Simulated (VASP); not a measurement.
# MgO (P6_3/mmc) in VASP: a series of runs

The runs below take MgO through single point, relaxation of cell and atoms, with LDA.

Program: VASP 6.6.1. These are calculated values, not measurements. Logs are shortened: lines on timing, memory, paths and dates and some standing lists are left out, and cuts for length are marked.

**1. The cell of the first run**

The structure is hexagonal, space group P6_3/mmc (No. 194). Conventional cell: a = 3.486 Å, b = 3.486 Å, c = 4.178 Å, α = 90.00°, β = 90.00°, γ = 120.00°. Mg (site symmetry -6m2) has 5 O at 2.01 to 2.09 Å within 2.7 Å. Within 2.7 Å of O (site symmetry -6m2) lie 5 Mg at 2.01 to 2.09 Å.

**2. Single point, LDA**

INCAR

```
PREC = Accurate
ENCUT = 600
EDIFF = 1E-6
ISMEAR = 0
SIGMA = 0.1
LREAL = F
LASPH = T
NELM = 120
ALGO = Normal
ISIF = 2
LWAVE = F
LCHARG = F
GGA = CA
NBANDS = 16
GGA_COMPAT = F
```

KPOINTS

```
Automatic mesh
0
Gamma
  6 6 4
```

POSCAR

```
MgO
1.0
    3.4863778627      0.0000000000      0.0000000000
   -1.7431889314      3.0192917963      0.0000000000
    0.0000000000      0.0000000000      4.1780412200
Mg O
2 2
Direct
    0.6666666700      0.3333333300      0.7500000000
    0.3333333300      0.6666666700      0.2500000000
    0.6666666700      0.3333333300      0.2500000000
    0.3333333300      0.6666666700      0.7500000000
```

Potentials or basis: VASP PAW LDA potentials, release 64 (Mg, O).

The run is started by

```
$ cat potpaw_LDA.64/Mg/POTCAR potpaw_LDA.64/O/POTCAR > POTCAR
$ mpirun -np 1 vasp_std > vasp.out
```

OUTCAR:

```text
PREC = Accurate
   ENCUT = 600
   EDIFF = 1E-6
   ISMEAR = 0
   LREAL = F
   LASPH = T
   NELM = 120
   ISIF = 2
   GGA = CA

 ion  position               nearest neighbor table
   1  0.667  0.333  0.750-   4 2.01   4 2.01   4 2.01   3 2.09   3 2.09   2 2.90   2 2.90   2 2.90
                             2 2.90   2 2.90   2 2.90
   2  0.333  0.667  0.250-   3 2.01   3 2.01   3 2.01   4 2.09   4 2.09   1 2.90   1 2.90   1 2.90
                             1 2.90   1 2.90   1 2.90
   3  0.667  0.333  0.250-   2 2.01   2 2.01   2 2.01   1 2.09   1 2.09
   4  0.333  0.667  0.750-   1 2.01   1 2.01   1 2.01   2 2.09   2 2.09

  LATTYP: Found a hexagonal cell.
 ALAT       =     3.4863778627
 C/A-ratio  =     1.1983902447

  Lattice vectors:

 A1 = (   3.4863778627,   0.0000000000,   0.0000000000)
 A2 = (  -1.7431889314,   3.0192917963,   0.0000000000)
 A3 = (   0.0000000000,   0.0000000000,   4.1780412200)

Analysis of symmetry for initial positions (statically):
=====================================================================
 Subroutine PRICEL returns:
 Original cell was already a primitive cell.

 Routine SETGRP: Setting up the symmetry group for a
 hexagonal supercell.

 Subroutine GETGRP returns: Found 24 space group operations
 (whereof 12 operations were pure point group operations)
 out of a pool of 24 trial point group operations.

The static configuration has the point symmetry D_3d.
 The point group associated with its full space group is D_6h.

Analysis of symmetry for dynamics (positions and initial velocities):
=====================================================================
 Subroutine PRICEL returns:
 Original cell was already a primitive cell.

 Routine SETGRP: Setting up the symmetry group for a
 hexagonal supercell.

 Subroutine GETGRP returns: Found 24 space group operations
 (whereof 12 operations were pure point group operations)
 out of a pool of 24 trial point group operations.

The dynamic configuration has the point symmetry D_3d.
 The point group associated with its full space group is D_6h.

 Subroutine INISYM returns: Found 24 space group operations
 (whereof 12 operations are pure point group operations),
 and found     1 'primitive' translations

----------------------------------------------------------------------------------------

                                     Primitive cell

  volume of cell :      43.9797

  direct lattice vectors                    reciprocal lattice vectors
     3.486377863  0.000000000  0.000000000     0.286830642  0.165601748  0.000000000
    -1.743188931  3.019291796  0.000000000     0.000000000  0.331203497  0.000000000
     0.000000000  0.000000000  4.178041220     0.000000000  0.000000000  0.239346609

  length of vectors
     3.486377863  3.486377863  4.178041220     0.331203497  0.331203497  0.239346609

  position of ions in fractional coordinates (direct lattice)
     0.666666670  0.333333330  0.750000000
     0.333333330  0.666666670  0.250000000
     0.666666670  0.333333330  0.250000000
     0.333333330  0.666666670  0.750000000

  ion indices of the primitive-cell ions
   primitive index   ion index
                 1           1
                 2           2
                 3           3
                 4           4

----------------------------------------------------------------------------------------

 KPOINTS: Automatic mesh

Automatic generation of k-mesh.
 Grid dimensions read from file:
 generate k-points for:    6    6    4

 Generating k-lattice:

  Cartesian coordinates                     Fractional coordinates (reciprocal lattice)
     0.047805107  0.027600291  0.000000000     0.166666667  0.000000000  0.000000000
     0.000000000  0.055200583  0.000000000     0.000000000  0.166666667  0.000000000
     0.000000000  0.000000000  0.059836652     0.000000000  0.000000000  0.250000000

  Length of vectors
     0.055200583  0.055200583  0.059836652

  Shift w.r.t. Gamma in fractional coordinates (k-lattice)
     0.000000000  0.000000000  0.000000000

 Subroutine IBZKPT returns following result:
 ===========================================

 Found     21 irreducible k-points:

 Following reciprocal coordinates:
            Coordinates               Weight
  0.000000  0.000000  0.000000      1.000000
  0.166667 -0.000000  0.000000      6.000000
  0.333333  0.000000  0.000000      6.000000
  0.500000 -0.000000  0.000000      3.000000
  0.166667  0.166667  0.000000      6.000000
  0.333333  0.166667  0.000000     12.000000
[... 13 lines left out ...]
  0.333333  0.166667  0.500000     12.000000
  0.333333  0.333333  0.500000      2.000000
   k-points           NKPTS =     21   k-points in BZ     NKDIM =     21   number of bands    NBANDS=     16
   number of dos      NEDOS =    301   number of ions     NIONS =      4
   total plane-waves  NPLWV =  28224
   dimension x,y,z NGX =    28 NGY =   28 NGZ =   36
   dimension x,y,z NGXF=    56 NGYF=   56 NGZF=   72
   ions per type =               2   2
   NGX,Y,Z   is equivalent  to a cutoff of  13.35, 13.35, 14.32 a.u.
   NGXF,Y,Z  is equivalent  to a cutoff of  26.70, 26.70, 28.65 a.u.
 SYSTEM =  unknown system
   PREC   = accura    normal or accurate (medium, high low for compatibility)
   ISTART =      0    job   : 0-new  1-cont  2-samecut
   ICHARG =      2    charge: 1-file 2-atom 10-const
   ISPIN  =      1    spin polarized calculation?
   LNONCOLLINEAR =      F non collinear calculations
   LSORBIT =      F    spin-orbit coupling
   LASPH  =      T    aspherical Exc in radial PAW
   ENCUT  =  600.0 eV  44.10 Ry    6.64 a.u.   6.96  6.96  8.34*2*pi/ulx,y,z
   NELM   =    120;   NELMIN=  2; NELMDL= -5     # of ELM steps
   EDIFF  = 0.1E-05   stopping-criterion for ELM
   LREAL  =      F    real-space projection
   EDIFFG = 0.1E-04   stopping-criterion for IOM
   NSW    =      0    number of steps for IOM
   IBRION =     -1    ionic relax: 0-MD 1-quasi-New 2-CG
   NFREE  =      0    steps in history (QN), initial steepest desc. (CG)
   ISIF   =      2    stress and relaxation
   ISYM   =      2    0-nonsym 1-usesym 2-fastsym
   POTIM  = 0.5000    time-step for ionic-motion
   TEBEG  =    0.0;   TEEND  =   0.0 temperature during run
   PSTRESS=    0.0 pullay stress
   NELECT =      16.0000    total number of electrons
   NUPDOWN=      -1.0000    fix difference up-down
   EMIN   =  10.00;   EMAX   =-10.00  energy-range for DOS
   EFERMI =   0.00;   METHOD = LEGACY
   ISMEAR =     0;   SIGMA  =   0.10  broadening in eV -4-tet -1-fermi 0-gaus
   EFERMI_NEDOS =   21; number of points for ismear=-14 and -15
   IALGO  =     38    algorithm
   IMIX   =      4    mixing-type and parameters
     AMIX     =   0.40;   BMIX     =  1.00
     AMIX_MAG =   1.60;   BMIX_MAG =  1.00
  volume/ion in A,a.u.               =      10.99        74.20
  Fermi-wavevector in a.u.,A,eV,Ry     =   1.168685  2.208494 18.583167  1.365824
  Thomas-Fermi vector in A             =   2.305168
   LORBIT       =      0    0 simple, 1 ext, 2 COOP (PROOUT), +10 PAW based schemes
   GGA     = CA    functional components
   LHFCALC =     F    Hartree Fock is set to
   AEXX    =    0.0000 exact exchange contribution
   IVDW    =     0    specifies the selected vdW correction
   LEPSILON=     F    determine dielectric tensor
   LRPA    =     F    only Hartree local field effects (RPA)
 non-spin polarized calculation
 Gauss-broadening in eV      SIGMA  =   0.10
  energy-cutoff  :      600.00
  volume of cell :       43.98
 maximum number of plane-waves:      1485
 NGX is ok and might be reduce to    28
   NGX = 13   NGY = 13   NGZ = 17

 number of electron      15.9999998 magnetization

 Free energy of the ion-electron system (eV)
  ---------------------------------------------------
  ext. energy  EPLUGINS =         0.00000000
  ---------------------------------------------------
  free energy    TOTEN  =       -26.50309303 eV

  energy without entropy =      -26.50309303  energy(sigma->0) =      -26.50309303

 E-fermi :   2.1271     XC(G=0): -10.6010

 val. band max:        1.6783517298   @ k =   0.0000   0.0000   0.0000
 cond. band min:       5.0133845059   @ k =   0.0000   0.0000   0.0000
 fundamental gap:      3.3350327761
 Fermi energy:         2.1270914113

 k-point     1 :       0.0000    0.0000    0.0000
  band No.  band energies     occupation
      1     -14.9802      2.00000
      2     -13.5062      2.00000
      3      -2.0275      2.00000
      4      -0.0821      2.00000
      5      -0.0821      2.00000
      6       0.8667      2.00000
[... 8 lines left out ...]
     15      17.0365      0.00000
     16      17.0371      0.00000

 k-point     2 :       0.1667   -0.0000    0.0000
  band No.  band energies     occupation
      1     -14.8400      2.00000
      2     -13.5322      2.00000
      3      -1.8108      2.00000
      4      -0.5384      2.00000
      5      -0.2788      2.00000
      6       0.3231      2.00000
[... 8 lines left out ...]
     15      16.0307      0.00000
     16      16.2549      0.00000

 k-point     3 :       0.3333    0.0000    0.0000
  band No.  band energies     occupation
      1     -14.4980      2.00000
      2     -13.6411      2.00000
      3      -1.5133      2.00000
      4      -1.2339      2.00000
      5      -0.5778      2.00000
      6      -0.1573      2.00000
[... 8 lines left out ...]
     15      15.5211      0.00000
     16      16.1147      0.00000

 k-point     4 :       0.5000   -0.0000    0.0000
  band No.  band energies     occupation
      1     -14.2435      2.00000
      2     -13.7764      2.00000
      3      -1.9490      2.00000
      4      -0.7354      2.00000
      5      -0.7025      2.00000
      6      -0.3158      2.00000
[... 8 lines left out ...]
     15      16.0880      0.00000
     16      16.2234      0.00000

 k-point     5 :       0.1667    0.1667    0.0000
  band No.  band energies     occupation
      1     -14.5964      2.00000
      2     -13.6015      2.00000
      3      -1.4092      2.00000
      4      -1.1776      2.00000
      5      -0.7209      2.00000
      6       0.1233      2.00000
[... 8 lines left out ...]
     15      15.8188      0.00000
     16      15.8597      0.00000

 k-point     6 :       0.3333    0.1667    0.0000
  band No.  band energies     occupation
      1     -14.2541      2.00000
      2     -13.7655      2.00000
      3      -1.8689      2.00000
      4      -0.7690      2.00000
      5      -0.7593      2.00000
      6      -0.2348      2.00000
[... 8 lines left out ...]
     15      15.9955      0.00000
     16      16.2126      0.00000
[... 210 lines left out ...]
 k-point    18 :       0.5000   -0.0000    0.5000
  band No.  band energies     occupation
      1     -13.9426      2.00000
      2     -13.9426      2.00000
      3      -2.2712      2.00000
      4      -2.2712      2.00000
      5       0.1153      2.00000
      6       0.1153      2.00000
[... 8 lines left out ...]
     15      15.9844      0.00000
     16      15.9844      0.00000

 k-point    19 :       0.1667    0.1667    0.5000
  band No.  band energies     occupation
      1     -14.0615      2.00000
      2     -14.0615      2.00000
      3      -1.7656      2.00000
      4      -1.7656      2.00000
      5       0.0098      2.00000
      6       0.0098      2.00000
[... 8 lines left out ...]
     15      17.0152      0.00000
     16      17.0152      0.00000

 k-point    20 :       0.3333    0.1667    0.5000
  band No.  band energies     occupation
      1     -13.9436      2.00000
      2     -13.9436      2.00000
      3      -2.1014      2.00000
      4      -2.1014      2.00000
      5      -0.3641      2.00000
      6      -0.3641      2.00000
[... 8 lines left out ...]
     15      17.4814      0.00000
     16      17.4814      0.00000

 k-point    21 :       0.3333    0.3333    0.5000
  band No.  band energies     occupation
      1     -13.9045      2.00000
      2     -13.9045      2.00000
      3      -1.9870      2.00000
      4      -1.9870      2.00000
      5      -0.8546      2.00000
      6      -0.8546      2.00000
[... 8 lines left out ...]
     15      18.9776      0.00000
     16      18.9776      0.00000

------------------------ aborting loop because EDIFF is reached ----------------------------------------

  FORCE on cell =-STRESS in cart. coord.  units (eV):
  Direction    XX          YY          ZZ          XY          YZ          ZX
  --------------------------------------------------------------------------------------
  -------------------------------------------------------------------------------------
  Total       -1.6322491     -1.6322491     -1.6446676      0.0000000      0.0000000      0.0000000
  in kB      -59.4627184    -59.4627184    -59.9151215      0.0000000      0.0000000      0.0000000
  external PRESSURE =     -59.6135195 kB  Pullay stress =       0.0000000 kB

 VOLUME and BASIS-vectors are now :
 -----------------------------------------------------------------------------
  energy-cutoff  :      600.00
  volume of cell :       43.98
      direct lattice vectors                 reciprocal lattice vectors
     3.486377863  0.000000000  0.000000000     0.286830642  0.165601748  0.000000000
    -1.743188931  3.019291796  0.000000000     0.000000000  0.331203497  0.000000000
     0.000000000  0.000000000  4.178041220     0.000000000  0.000000000  0.239346609

 POSITION                                       TOTAL-FORCE (eV/Angst)
 -----------------------------------------------------------------------------------
      1.74319      1.00643      3.13353        -0.000000      0.000000      0.000000
     -0.00000      2.01286      1.04451        -0.000000     -0.000000      0.000000
      1.74319      1.00643      1.04451        -0.000000     -0.000000      0.000000
     -0.00000      2.01286      3.13353         0.000000      0.000000      0.000000
 -----------------------------------------------------------------------------------
    total drift:                               -0.000004      0.000003     -0.000000

  FREE ENERGIE OF THE ION-ELECTRON SYSTEM (eV)
  ---------------------------------------------------
  free  energy   TOTEN  =       -26.5030930262 eV

  energy  without entropy=      -26.5030930262  energy(sigma->0) =      -26.50309303
```

Run time: 15 s. Hardware: 1 thread of Intel Xeon Platinum 8375C at 2.90GHz (Ice Lake), shared host; peak memory 0.15 GiB.

Results:

| Property | Result |
| --- | --- |
| Free energy | -26.5031 eV |
| Pressure | -6.0 GPa |
| Band gap on the k mesh | 3.33 eV, direct |

A hybrid or GW would open this gap; LDA tends to underestimate it.

**3. Single point, LDA**

This run uses another cell than the first one, of 10.68 Å³/atom, 0.971 times its volume.

INCAR

```
SYSTEM = MgO
PREC = Accurate
ENCUT = 600
EDIFF = 1E-6
ISMEAR = 0
SIGMA = 0.02
LREAL = .False.
LASPH = .True.
NELM = 120
ALGO = Normal
ISIF = 2
LWAVE = .False.
LCHARG = .True.
LELF = .True.
LVHAR = .True.
NBANDS = 16
GGA_COMPAT = .False.
```

KPOINTS

```
Automatic mesh
0
Gamma
  9 9 6
  0 0 0
```

POSCAR

```
MgO
1.0
    3.4517839558      0.0000000000      0.0000000000
   -1.7258919779      2.9893325941      0.0000000000
    0.0000000000      0.0000000000      4.1396492268
Mg O
2 2
Direct
    0.6666666667      0.3333333333      0.7500000000
    0.3333333333      0.6666666667      0.2500000000
    0.6666666667      0.3333333333      0.2500000000
    0.3333333333      0.6666666667      0.7500000000
```

Potentials or basis: VASP PAW LDA potentials, release 64 (Mg, O).

The run is started by

```
$ cat potpaw_LDA.64/Mg/POTCAR potpaw_LDA.64/O/POTCAR > POTCAR
$ mpirun -np 1 vasp_std > vasp.out
```

It took 29 s on 1 thread of Intel Xeon Platinum 8375C at 2.90GHz (Ice Lake), shared host; peak memory 0.17 GiB.

Results (log left out):

| Quantity | Value |
| --- | --- |
| Free energy | -26.5327 eV |
| Pressure | -2.1 GPa |
| Band gap on the k mesh | 3.48 eV, direct |

Levels at points of the mesh, in eV from the valence-band top:
```tsv
k point	band 4	band 5	band 6	band 7	band 8	band 9	band 10	band 11	band 12	band 13
(0.00, 0.00, 0.00)	-1.82	-1.82	-0.85	-0.85	0.00	3.48	9.48	12.29	12.46	12.46
(0.00, 0.00, 0.50)	-2.52	-1.36	-1.36	-1.36	-1.36	6.50	6.50	12.82	12.82	12.82
```

**4. Relaxation of cell and atoms, LDA**

INCAR

```
SYSTEM = MgO
PREC     = Accurate       ! precision mode
ENCUT    = 600            ! plane-wave cutoff, eV
EDIFF    = 1E-7           ! SCF threshold, eV
ISMEAR   = 0              ! smearing method
SIGMA    = 0.02           ! smearing width, eV
LREAL    = .False.        ! projectors in reciprocal space
LASPH    = .True.         ! aspherical terms in the spheres
NELM     = 120            ! most SCF steps
ALGO     = Normal         ! electronic algorithm
ISIF     = 3              ! what is computed and relaxed
LWAVE    = .False.        ! write WAVECAR
LCHARG   = .False.        ! write CHGCAR
GGA      = CA             ! functional
IBRION   = 2              ! ionic algorithm
NSW      = 100            ! ionic steps
EDIFFG   = -0.005         ! ionic threshold
GGA_COMPAT= .False.      
NELMIN   = 4
```

KPOINTS

```
regular mesh
0
Gamma
  9 9 6
  0 0 0
```

POSCAR

```
MgO
1.0
    3.4863778627      0.0000000000      0.0000000000
   -1.7431889314      3.0192917963      0.0000000000
    0.0000000000      0.0000000000      4.1780412200
Mg O
2 2
Direct
    0.6666666700      0.3333333300      0.7500000000
    0.3333333300      0.6666666700      0.2500000000
    0.6666666700      0.3333333300      0.2500000000
    0.3333333300      0.6666666700      0.7500000000
```

The run is started by

```
$ cat potpaw_LDA.64/Mg/POTCAR potpaw_LDA.64/O/POTCAR > POTCAR
$ mpirun -np 1 vasp_std > vasp.out
```

It took 75 s on 1 thread of Intel Xeon Platinum 8375C at 2.90GHz (Ice Lake), shared host; peak memory 0.17 GiB.

The run converged. Its results:

* Free energy: -26.5397 eV
* Relaxed volume: 10.52 Å³/atom
* Relaxed cell: a = 3.433 Å, b = 3.433 Å, c = 4.121 Å, α = 90.00°, β = 90.00°, γ = 120.00°
* Space group after relaxing (to 0.05 Å): P6_3/mmc (No. 194)
* Energy gained by relaxing: 9.1 meV/atom
* Ionic steps: 7
* Pressure after relaxing: 0.1 GPa
* Band gap on the k mesh: 3.56 eV, direct

Step by step:
```tsv
step	energy change (eV)	largest force (eV/Å)	pressure (GPa)	volume (Å³)
1	0.0000	0.0000	-5.96	43.98
2	-0.0313	0.0000	2.48	41.43
3	-0.0364	0.0000	0.00	42.10
4	-0.0364	0.0000	-0.13	42.13
5	-0.0364	0.0000	-0.12	42.13
6	-0.0364	0.0000	-0.12	42.13
7	-0.0364	0.0000	0.07	42.08
```

Final structure:
```yaml
crystal:
  lattice:
    - [3.43342, 0.00000, 0.00000]
    - [-1.71671, 2.97343, 0.00000]
    - [0.00000, 0.00000, 4.12138]
  atoms:
    - { symbol: Mg, position: [0.66667, 0.33333, 0.75000] }
    - { symbol: Mg, position: [0.33333, 0.66667, 0.25000] }
    - { symbol: O, position: [0.66667, 0.33333, 0.25000] }
    - { symbol: O, position: [0.33333, 0.66667, 0.75000] }
```

Levels at points of the mesh, in eV from the valence-band top:
```tsv
k point	band 5	band 6	band 7	band 8	band 9	band 10	band 11	band 12
(0.00, 0.00, 0.00)	-1.85	-0.88	-0.88	0.00	3.56	9.60	12.40	12.57
(0.00, 0.00, 0.50)	-1.39	-1.39	-1.39	-1.39	6.58	6.58	12.93	12.93
```

A hybrid or GW would open this gap; LDA tends to underestimate it.

**5. Summary**

```csv
task,cell,k mesh,smearing,gap on the mesh (eV),pressure (GPa)
single point,"a = 3.486, b = 3.486, c = 4.178 Å, angles 90.0, 90.0, 120.0°, 4 atoms",6 × 6 × 4,gaussian 0.1 eV,3.33,-6.0
single point,"a = 3.452, b = 3.452, c = 4.140 Å, angles 90.0, 90.0, 120.0°, 4 atoms",9 × 9 × 6,gaussian 0.02 eV,3.48,-2.1
relaxation of cell and atoms,"relaxed from a = 3.486, b = 3.486, c = 4.178 Å, angles 90.0, 90.0, 120.0°, 4 atoms",9 × 9 × 6,gaussian 0.02 eV,3.56,0.1
```

Alike in all rows: level LDA; potentials or basis VASP PAW LDA potentials, release 64 (Mg, O); no spin polarisation; cutoff (eV) 600.

Absolute energies hang on the potentials; compare differences alone.
